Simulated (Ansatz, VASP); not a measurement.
**One calculation of H3C18N, two programs**

```xyz
22
Lattice="7.3980 0.0000 0.0000 -3.6990 6.4069 0.0000 0.0000 0.0000 12.0000" Properties=species:S:1:pos:R:3 pbc="T T T"
C    -0.0273   -0.0871    0.8113
C     1.2001    0.6123    0.9006
C    -1.2651    2.0523    1.2882
C     0.0034    2.7845    0.9695
C    -2.4988    4.1937    0.8108
C    -1.2795    4.9069    0.9005
C     2.4087   -0.0981    0.9820
C     3.6766    0.6340    1.3673
C     1.2077    2.0708    0.8998
C     2.4350    2.7690    0.8151
C    -0.0126    4.1842    0.8998
C     1.2059    4.8983    0.8155
C     4.9319   -0.0843    0.9269
C     6.1218    0.5993    0.9221
C     3.6822    2.0804    0.9263
C     4.8692    2.7688    0.9212
C     2.4368    4.1896    0.7628
C     3.6679    4.9001    0.7608
N     3.7781    0.6935    2.8753
H     6.0927    2.0299    2.4035
H     2.9324    1.1447    3.2359
H     3.7674   -0.2654    3.2350
```

Alike in both runs: functional PBE; dispersion D3(BJ); k mesh 2 × 2 × 1; occupations gaussian, width 0.05 eV; no spin polarisation.

Ansatz relaxed the structure, and its values are those at the end. VASP's run is a single point on that final structure, the one shown.

|  | VASP | Ansatz |
| --- | --- | --- |
| version | VASP 6.6.1 | Ansatz 0.2.0 |
| potentials or method | VASP PAW PBE potentials, release 64 (C, N, H), cutoff 520 eV | scalar-relativistic, plane waves, PAW |
| valence electrons in the cell | 80 | 80 |

Ansatz gave:

```
rms of the force components (eV/Å) : 0.006
```

**Question.** What did VASP give for the same quantities?

**Answer.** rms of the force components (eV/Å): 0.012.

The k mesh is coarse, so the values compare programs but aren't converged.
